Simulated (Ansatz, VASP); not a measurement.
Two plane-wave programs on RbCdCO3F

```xyz
7
Lattice="5.1754 0.0000 0.0000 -2.5877 4.4821 0.0000 0.0000 0.0000 4.6255" Properties=species:S:1:pos:R:3 pbc="T T T"
Rb    0.0000    0.0000    0.0000
Cd    2.5877    1.4940    2.3128
C     0.0000    2.9880    2.3128
O     0.0000    1.6956    2.3128
O    -1.1193    3.6343    2.3128
O     1.1193    3.6343    2.3128
F     2.5877    1.4940    0.0000
```

Alike in both runs: task relaxation of cell and atoms; functional LDA; k mesh 6 × 6 × 6; occupations gaussian, width 0.02 eV; no spin polarisation.

|  | VASP | Ansatz |
| --- | --- | --- |
| version | VASP 6.6.1 | Ansatz 0.2.0 |
| potentials or method | VASP PAW LDA potentials, release 64 (Rb_sv, Cd, C, O, F), cutoff 600 eV | scalar-relativistic, plane waves, PAW |
| valence electrons in the cell | 50 | 58 |

Ansatz gave:

```
gap on the k mesh at the Fermi level, each at its own relaxed structure (eV) : 1.82
relaxed volume (Å³/atom)                                                     : 13.75
relaxed length of the cell vector where the two differ most in proportion (Å)              : 4.460
```

Problem. Estimate VASP's values.

Solution. gap on the k mesh at the Fermi level, each at its own relaxed structure (eV): 1.80; relaxed volume (Å³/atom): 13.80; relaxed length of the cell vector where the two differ most in proportion (Å): 4.470.

LDA's correlation is that of Perdew and Zunger in VASP and of Perdew and Wang (1992) in Ansatz. VASP's potentials hold 50 valence electrons a cell and Ansatz's 58, so a difference there can come from the potentials and not from the codes.
